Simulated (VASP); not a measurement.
# Al3BN2 (P6/mmm) in VASP: further runs

Runs on Al3BN2. Level: PBE. Tasks: relaxation of cell and atoms, single point.

Everything below comes from runs of VASP 6.6.1. Logs are shortened: lines on timing, memory, paths and dates and some standing lists are left out, and cuts for length are marked.

### 1 The cell of the first run

The structure is hexagonal, space group P6/mmm (No. 191). The conventional cell has a = 5.131 Å, b = 5.131 Å, c = 2.714 Å, α = 90.00°, β = 90.00°, γ = 120.00°. Within 2.8 Å of Al (site symmetry mmm) lie 4 N at 2.01 Å and 6 Al at 2.57 to 2.71 Å and 2 B at 2.57 Å. B (site symmetry 6/mmm) has 6 Al at 2.57 Å and 2 B at 2.71 Å and 12 N at 3.26 Å within 3.4 Å. Within 2.8 Å of N (site symmetry -6m2) lie 6 Al at 2.01 Å and 2 N at 2.71 Å.

The cell was generated, and may not be a known phase.

### 2 Relaxation of cell and atoms, PBE

File INCAR:

```
PREC = Accurate
ENCUT = 600
EDIFF = 1E-7
ISMEAR = 0
SIGMA = 0.1
LREAL = False
LASPH = True
NELM = 60
ALGO = Normal
ISIF = 3
LWAVE = False
LCHARG = False
GGA = PE
IBRION = 2
NSW = 100
EDIFFG = -0.01
```

File KPOINTS:

```
regular mesh
0
Gamma
  12 12 14
```

File POSCAR:

```
Al3BN2
1.0
    5.1311970867      0.0000000000      0.0000000000
   -2.5655985434      4.4437470289      0.0000000000
    0.0000000000      0.0000000000      2.7141022350
Al B N
3 1 2
Direct
    0.5000000000      0.0000000000      0.5000000000
    0.0000000000      0.5000000000      0.5000000000
    0.5000000000      0.5000000000      0.5000000000
    0.0000000000      0.0000000000      0.5000000000
    0.3333333333      0.6666666667      0.0000000000
    0.6666666667      0.3333333333      0.0000000000
```

Potentials or basis: VASP PAW PBE potentials, release 64 (Al, B, N).

Run with:

```bash
> cat potpaw_PBE.64/Al/POTCAR potpaw_PBE.64/B/POTCAR potpaw_PBE.64/N/POTCAR > POTCAR
> mpirun -np 1 vasp_std > vasp.out
```

OUTCAR:

```text
PREC = Accurate
   ENCUT = 600
   EDIFF = 1E-7
   ISMEAR = 0
   LREAL = False
   LASPH = True
   NELM = 60
   ISIF = 3
   GGA = PE
   IBRION = 2
   NSW = 100
   EDIFFG = -0.01

 ion  position               nearest neighbor table
   1  0.500  0.000  0.500-   5 2.01   6 2.01   5 2.01   6 2.01   2 2.57   2 2.57   4 2.57   4 2.57
                             3 2.57   3 2.57
   2  0.000  0.500  0.500-   5 2.01   6 2.01   5 2.01   6 2.01   1 2.57   1 2.57   3 2.57   3 2.57
                             4 2.57   4 2.57
   3  0.500  0.500  0.500-   5 2.01   6 2.01   5 2.01   6 2.01   4 2.57   4 2.57   2 2.57   2 2.57
                             1 2.57   1 2.57
   4  0.000  0.000  0.500-   3 2.57   3 2.57   1 2.57   1 2.57   2 2.57   2 2.57
   5  0.333  0.667  0.000-   2 2.01   2 2.01   1 2.01   1 2.01   3 2.01   3 2.01
   6  0.667  0.333  0.000-   2 2.01   2 2.01   1 2.01   1 2.01   3 2.01   3 2.01

  LATTYP: Found a hexagonal cell.
 ALAT       =     5.1311970867
 C/A-ratio  =     0.5289413346

  Lattice vectors:

 A1 = (   5.1311970867,   0.0000000000,   0.0000000000)
 A2 = (  -2.5655985434,   4.4437470289,   0.0000000000)
 A3 = (   0.0000000000,   0.0000000000,   2.7141022350)

Analysis of symmetry for initial positions (statically):
=====================================================================
 Subroutine PRICEL returns:
 Original cell was already a primitive cell.

 Routine SETGRP: Setting up the symmetry group for a
 hexagonal supercell.

 Subroutine GETGRP returns: Found 24 space group operations
 (whereof 24 operations were pure point group operations)
 out of a pool of 24 trial point group operations.

The static configuration has the point symmetry D_6h.

Analysis of symmetry for dynamics (positions and initial velocities):
=====================================================================
 Subroutine PRICEL returns:
 Original cell was already a primitive cell.

 Routine SETGRP: Setting up the symmetry group for a
 hexagonal supercell.

 Subroutine GETGRP returns: Found 24 space group operations
 (whereof 24 operations were pure point group operations)
 out of a pool of 24 trial point group operations.

The dynamic configuration has the point symmetry D_6h.

 Subroutine INISYM returns: Found 24 space group operations
 (whereof 24 operations are pure point group operations),
 and found     1 'primitive' translations

----------------------------------------------------------------------------------------

                                     Primitive cell

  volume of cell :      61.8863

  direct lattice vectors                    reciprocal lattice vectors
     5.131197087  0.000000000  0.000000000     0.194886297  0.112517656  0.000000000
    -2.565598543  4.443747029  0.000000000     0.000000000  0.225035312  0.000000000
     0.000000000  0.000000000  2.714102235     0.000000000  0.000000000  0.368445959

  length of vectors
     5.131197087  5.131197087  2.714102235     0.225035312  0.225035312  0.368445959

  position of ions in fractional coordinates (direct lattice)
     0.500000000  0.000000000  0.500000000
     0.000000000  0.500000000  0.500000000
     0.500000000  0.500000000  0.500000000
     0.000000000  0.000000000  0.500000000
     0.333333333  0.666666667  0.000000000
     0.666666667  0.333333333  0.000000000

  ion indices of the primitive-cell ions
   primitive index   ion index
                 1           1
                 2           2
                 3           3
                 4           4
                 5           5
                 6           6

----------------------------------------------------------------------------------------

 KPOINTS: regular mesh

Automatic generation of k-mesh.
 Grid dimensions read from file:
 generate k-points for:   12   12   14

 Generating k-lattice:

  Cartesian coordinates                     Fractional coordinates (reciprocal lattice)
     0.016240525  0.009376471  0.000000000     0.083333333  0.000000000  0.000000000
     0.000000000  0.018752943  0.000000000     0.000000000  0.083333333  0.000000000
     0.000000000  0.000000000  0.026317568     0.000000000  0.000000000  0.071428571

  Length of vectors
     0.018752943  0.018752943  0.026317568

  Shift w.r.t. Gamma in fractional coordinates (k-lattice)
     0.000000000  0.000000000  0.000000000

 Subroutine IBZKPT returns following result:
 ===========================================

 Found    152 irreducible k-points:

 Following reciprocal coordinates:
            Coordinates               Weight
  0.000000  0.000000  0.000000      1.000000
  0.083333 -0.000000  0.000000      6.000000
  0.166667  0.000000  0.000000      6.000000
  0.250000  0.000000  0.000000      6.000000
  0.333333  0.000000  0.000000      6.000000
  0.416667  0.000000  0.000000      6.000000
[... 16 lines left out ...]
  0.250000  0.000000  0.071429     12.000000
  0.333333  0.000000  0.071429     12.000000
 [... further k-points ...]
   k-points           NKPTS =    152   k-points in BZ     NKDIM =    152   number of bands    NBANDS=     15
   number of dos      NEDOS =    301   number of ions     NIONS =      6
   total plane-waves  NPLWV =  42336
   dimension x,y,z NGX =    42 NGY =   42 NGZ =   24
   dimension x,y,z NGXF=    84 NGYF=   84 NGZF=   48
   ions per type =               3   1   2
   NGX,Y,Z   is equivalent  to a cutoff of  13.61, 13.61, 14.70 a.u.
   NGXF,Y,Z  is equivalent  to a cutoff of  27.22, 27.22, 29.40 a.u.
 SYSTEM =  unknown system
   PREC   = accura    normal or accurate (medium, high low for compatibility)
   ISTART =      0    job   : 0-new  1-cont  2-samecut
   ICHARG =      2    charge: 1-file 2-atom 10-const
   ISPIN  =      1    spin polarized calculation?
   LNONCOLLINEAR =      F non collinear calculations
   LSORBIT =      F    spin-orbit coupling
   LASPH  =      T    aspherical Exc in radial PAW
   ENCUT  =  600.0 eV  44.10 Ry    6.64 a.u.  10.25 10.25  5.42*2*pi/ulx,y,z
   NELM   =     60;   NELMIN=  2; NELMDL= -5     # of ELM steps
   EDIFF  = 0.1E-06   stopping-criterion for ELM
   LREAL  =      F    real-space projection
   EDIFFG = -.1E-01   stopping-criterion for IOM
   NSW    =    100    number of steps for IOM
   IBRION =      2    ionic relax: 0-MD 1-quasi-New 2-CG
   NFREE  =      1    steps in history (QN), initial steepest desc. (CG)
   ISIF   =      3    stress and relaxation
   ISYM   =      2    0-nonsym 1-usesym 2-fastsym
   POTIM  = 0.5000    time-step for ionic-motion
   TEBEG  =    0.0;   TEEND  =   0.0 temperature during run
   PSTRESS=    0.0 pullay stress
   NELECT =      22.0000    total number of electrons
   NUPDOWN=      -1.0000    fix difference up-down
   EMIN   =  10.00;   EMAX   =-10.00  energy-range for DOS
   EFERMI =   0.00;   METHOD = LEGACY
   ISMEAR =     0;   SIGMA  =   0.10  broadening in eV -4-tet -1-fermi 0-gaus
   EFERMI_NEDOS =   21; number of points for ismear=-14 and -15
   IALGO  =     38    algorithm
   IMIX   =      4    mixing-type and parameters
     AMIX     =   0.40;   BMIX     =  1.00
     AMIX_MAG =   1.60;   BMIX_MAG =  1.00
  volume/ion in A,a.u.               =      10.31        69.60
  Fermi-wavevector in a.u.,A,eV,Ry     =   1.159714  2.191542 18.298980  1.344937
  Thomas-Fermi vector in A             =   2.296304
   LORBIT       =      0    0 simple, 1 ext, 2 COOP (PROOUT), +10 PAW based schemes
   GGA     = PE    functional components
   LHFCALC =     F    Hartree Fock is set to
   AEXX    =    0.0000 exact exchange contribution
   IVDW    =     0    specifies the selected vdW correction
   LEPSILON=     F    determine dielectric tensor
   LRPA    =     F    only Hartree local field effects (RPA)
 conjugate gradient relaxation of ions
 non-spin polarized calculation
 Gauss-broadening in eV      SIGMA  =   0.10
  energy-cutoff  :      600.00
  volume of cell :       61.89
 maximum number of plane-waves:      2093
 NGX is ok and might be reduce to    42
   NGX = 21   NGY = 21   NGZ = 11

--------------------------------------- Ionic step        1  -------------------------------------------

 number of electron      22.0000002 magnetization

 Free energy of the ion-electron system (eV)
  ---------------------------------------------------
  ext. energy  EPLUGINS =         0.00000000
  ---------------------------------------------------
  free energy    TOTEN  =       -35.49425592 eV

  energy without entropy =      -35.47990036  energy(sigma->0) =      -35.48707814

------------------------ aborting loop because EDIFF is reached ----------------------------------------

  FORCE on cell =-STRESS in cart. coord.  units (eV):
  Direction    XX          YY          ZZ          XY          YZ          ZX
  --------------------------------------------------------------------------------------
  -------------------------------------------------------------------------------------
  Total        0.0531139      0.0531139     -0.2763327     -0.0000000      0.0000000      0.0000000
  in kB        1.3750700      1.3750700     -7.1539951     -0.0000000      0.0000000      0.0000000
  external PRESSURE =      -1.4679517 kB  Pullay stress =       0.0000000 kB
[... 65 lines left out ...]
  energy  without entropy=      -35.4802655061  energy(sigma->0) =      -35.48736814

--------------------------------------- Ionic step        3  -------------------------------------------

 number of electron      22.0000002 magnetization

 Free energy of the ion-electron system (eV)
  ---------------------------------------------------
  ext. energy  EPLUGINS =         0.00000000
  ---------------------------------------------------
  free energy    TOTEN  =       -35.49450110 eV

  energy without entropy =      -35.48025402  energy(sigma->0) =      -35.48737756

 E-fermi :   8.0996     XC(G=0): -11.2145

 val. band max:        8.0937958916   @ k =   0.3333   0.2500   0.2857
 cond. band min:       8.0996257897   @ k =   0.3333   0.0833   0.5000
 fundamental gap:      0.0058298981
 Fermi energy:         8.0995615500

 k-point     1 :       0.0000    0.0000    0.0000
  band No.  band energies     occupation
      1      -9.6099      2.00000
      2      -7.7689      2.00000
      3       0.4828      2.00000
      4       0.4828      2.00000
      5       1.4716      2.00000
      6       2.3772      2.00000
      7       2.3772      2.00000
      8       5.2935      2.00000
      9       5.6705      2.00000
     10       8.1675      0.33651
     11       8.1675      0.33651
     12      11.6430      0.00000
     13      14.4421      0.00000
     14      14.4999      0.00000
     15      14.9463      0.00000
[... 397 lines left out ...]
 k-point    24 :       0.3333    0.0000    0.0714
  band No.  band energies     occupation
      1      -9.1968      2.00000
      2      -8.1641      2.00000
      3      -0.3362      2.00000
      4      -0.0104      2.00000
      5       1.9880      2.00000
      6       3.6837      2.00000
      7       4.4864      2.00000
      8       4.8940      2.00000
      9       5.1724      2.00000
     10       6.6616      2.00000
     11       7.7385      2.00000
     12      12.0832      0.00000
     13      13.1875      0.00000
     14      13.9841      0.00000
     15      14.4054      0.00000

 [... further k-points ...]

------------------------ aborting loop because EDIFF is reached ----------------------------------------

  FORCE on cell =-STRESS in cart. coord.  units (eV):
  Direction    XX          YY          ZZ          XY          YZ          ZX
  --------------------------------------------------------------------------------------
  -------------------------------------------------------------------------------------
  Total        0.0271879      0.0271879      0.0117349     -0.0000000     -0.0000000      0.0000000
  in kB        0.7045852      0.7045852      0.3041132     -0.0000000     -0.0000000      0.0000000
  external PRESSURE =       0.5710946 kB  Pullay stress =       0.0000000 kB
[... 21 lines left out ...]
  FREE ENERGIE OF THE ION-ELECTRON SYSTEM (eV)
  ---------------------------------------------------
  free  energy   TOTEN  =       -35.4945011037 eV

  energy  without entropy=      -35.4802540215  energy(sigma->0) =      -35.48737756

 reached required accuracy - stopping structural energy minimisation
```

Wall time 2.7 min (1 thread of Intel Xeon 6975P-C (Granite Rapids), shared host); peak memory 0.32 GiB.

What came out:

- Free energy: -35.4945 eV
- Relaxed volume: 10.30 Å³/atom
- Relaxed cell: a = 5.133 Å, b = 5.133 Å, c = 2.710 Å, α = 90.00°, β = 90.00°, γ = 120.00°
- Space group after relaxing (to 0.1 Å): P6/mmm (No. 191)
- Energy gained by relaxing: 0.0 meV/atom
- Ionic steps: 3
- Pressure after relaxing: 0.1 GPa
- Band gap on the k mesh: zero (bands 11 and 12 overlap by 1.11 eV)

Step by step:
```csv
step,energy change (eV),largest force (eV/Å),pressure (GPa),volume (Å³)
1,0.0000,0.0000,-0.15,61.89
2,-0.0002,0.0000,0.12,61.80
3,-0.0002,0.0000,0.06,61.82
```

Final structure:
```yaml
crystal:
  lattice:
    - [5.13282, 0.00000, 0.00000]
    - [-2.56641, 4.44515, 0.00000]
    - [0.00000, 0.00000, 2.70963]
  atoms:
    - { symbol: Al, position: [0.50000, 0.00000, 0.50000] }
    - { symbol: Al, position: [0.00000, 0.50000, 0.50000] }
    - { symbol: Al, position: [0.50000, 0.50000, 0.50000] }
    - { symbol: B, position: [0.00000, 0.00000, 0.50000] }
    - { symbol: N, position: [0.33333, 0.66667, 0.00000] }
    - { symbol: N, position: [0.66667, 0.33333, 0.00000] }
```

(Part 1 of 2 ends here.)

The gap in the log of VASP goes by the Fermi energy; the results here count the filled bands.